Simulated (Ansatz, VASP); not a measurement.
TiCo: VASP beside Ansatz

```
Ti Co
1.0
     2.97445    0.00000    0.00000
     0.00000    2.97445    0.00000
     0.00000    0.00000    2.97445
Ti Co
1 1
Direct
  0.00000 0.00000 0.00000
  0.50000 0.50000 0.50000
```

Change from the starting cell: species swapped into the ZnAg type (Pm-3m, No. 221).

Alike in both runs: functional PBE; k mesh 6 × 6 × 6; occupations gaussian, width 0.1 eV; collinear spin.

Ansatz relaxed the structure, and its values are those at the end. VASP's run is a single point on that final structure, the one shown.

```csv
,VASP,Ansatz
version,VASP 6.6.1,Ansatz 0.2.0
potentials or method,"VASP PAW PBE potentials, release 64 (Ti_sv, Co), cutoff 520 eV","scalar-relativistic, plane waves, PAW"
valence electrons in the cell,21,29
```

|  | VASP | Ansatz | Ansatz less VASP |
| --- | --- | --- | --- |
| gap on the k mesh at the Fermi level (eV) | none | none | - |
| pressure (GPa) | -0.3 | 0.1 | +0.48 |
| net moment per atom (μB) | 0.18 | 0.19 | +0.011 |
| size of the moment on the site where the two differ most (μB) | 0.49 | 0.52 | +0.033 |

Site moments also hang on the region over which each program counts them. A gap of «none» marks a metal or a gap that the smearing closes. VASP's potentials hold 21 valence electrons a cell and Ansatz's 29, so a difference there can come from the potentials and not from the codes. Ansatz's warnings: seeded moment not kept.
